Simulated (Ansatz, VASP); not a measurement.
# Pt: VASP beside Ansatz

INCAR

```
SYSTEM = Pt
PREC     = Accurate       ! precision mode
ENCUT    = 500            ! plane-wave cutoff, eV
EDIFF    = 1E-6           ! SCF threshold, eV
ISMEAR   = -1             ! smearing method
SIGMA    = 0.05           ! smearing width, eV
LREAL    = .FALSE.        ! projectors in reciprocal space
LASPH    = .TRUE.         ! aspherical terms in the spheres
NELM     = 120            ! most SCF steps
ALGO     = Normal         ! electronic algorithm
ISIF     = 2              ! what is computed and relaxed
LWAVE    = .FALSE.        ! write WAVECAR
LCHARG   = .FALSE.        ! write CHGCAR
GGA      = PS             ! functional
NBANDS   = 11             ! bands
GGA_COMPAT= .FALSE.
```

File KPOINTS:

```
regular mesh
0
G
  12 12 12
  0 0 0
```

Contents of POSCAR:

```
Pt
1.0
    0.0000000000      1.9228206470      2.0393360000
    1.9228206470      0.0000000000      2.0393360000
    1.9228206470      1.9228206470      0.0000000000
Pt
1
Direct
    0.0000000000      0.0000000000      0.0000000000
```

The input input.yaml:

```yaml
crystal:
  lattice:
    - [0.0, 1.922820647, 2.039336]
    - [1.922820647, 0.0, 2.039336]
    - [1.922820647, 1.922820647, 0.0]
  atoms:
    - { symbol: Pt, position: [0.0, 0.0, 0.0] }
kpoints:
  mp_grid: { grid: [12, 12, 12] }
scf:
  occupations: { method: fermi_dirac, width: 0.05 }
hamiltonian:
  xc: pbesol
  pseudopotentials: { kind: all_electron, lapw: { basis_error: 0.001 } }
output:
  forces: true
  stress: true
  eigenvalues: true
```

Change from the starting cell: strain_z_fixed_volume = 0.04.

Alike in both runs: task single point; functional PBEsol; k mesh 12 × 12 × 12; occupations fermi-dirac, width 0.05 eV; no spin polarisation.

|  | VASP | Ansatz |
| --- | --- | --- |
| version | VASP 6.6.1 | Ansatz 0.2.0 |
| potentials or method | VASP PAW PBE potentials, release 64 (Pt), cutoff 500 eV | all-electron LAPW, scalar-relativistic |

|  | VASP | Ansatz | Ansatz less VASP |
| --- | --- | --- | --- |
| gap on the k mesh at the Fermi level (eV) | none | none | - |
| pressure (GPa) | -0.7 | -0.3 | +0.38 |
| traceless stress, the component that is largest in VASP (GPa) | -4.16 | -4.18 | -0.025 |

VASP's potentials were made for PBE, not for PBEsol. A gap of «none» marks a metal or a gap that the smearing closes. Ansatz ran all-electron here, and VASP with PAW potentials.

Spin-orbit coupling is off throughout.
